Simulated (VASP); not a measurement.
A run of VASP 6.6.1 is set up as follows.

INCAR

```
SYSTEM = AlRu
PREC = Accurate
ENCUT = 520
EDIFF = 1E-6
ISMEAR = 0
SIGMA = 0.15
LREAL = .False.
LASPH = .True.
NELM = 80
ALGO = Fast
ISIF = 2
LWAVE = .False.
LCHARG = .False.
GGA = PE
NBANDS = 16
```

The input KPOINTS:

```
Automatic mesh
0
Gamma
  16 16 16
  0 0 0
```

The input POSCAR:

```
AlRu
1.0
    3.0813480000      0.0000000000      0.0000000000
    0.0000000000      3.0813480000      0.0000000000
    0.0000000000      0.0000000000      3.0364740000
Al Ru
1 1
Direct
    0.0000000000      0.0000000000      0.0000000000
    0.5000000000      0.5000000000      0.5000000000
```

Potentials or basis: VASP PAW PBE potentials, release 64 (Al, Ru_pv).

Command:

```bash
$ cat potpaw_PBE.64/Al/POTCAR potpaw_PBE.64/Ru_pv/POTCAR > POTCAR
$ mpirun -np 1 vasp_std > vasp.out
```

Question: What does it give for the pressure?

Answer: -11.0 GPa.

Stress tensor (GPa, compression positive):
```
-11.65   0.00   0.00
  0.00 -11.65   0.00
  0.00   0.00  -9.57
```

Caveat: the cell differs from its parent crystal (strain +0.030 along x and y, +0.015 along z).
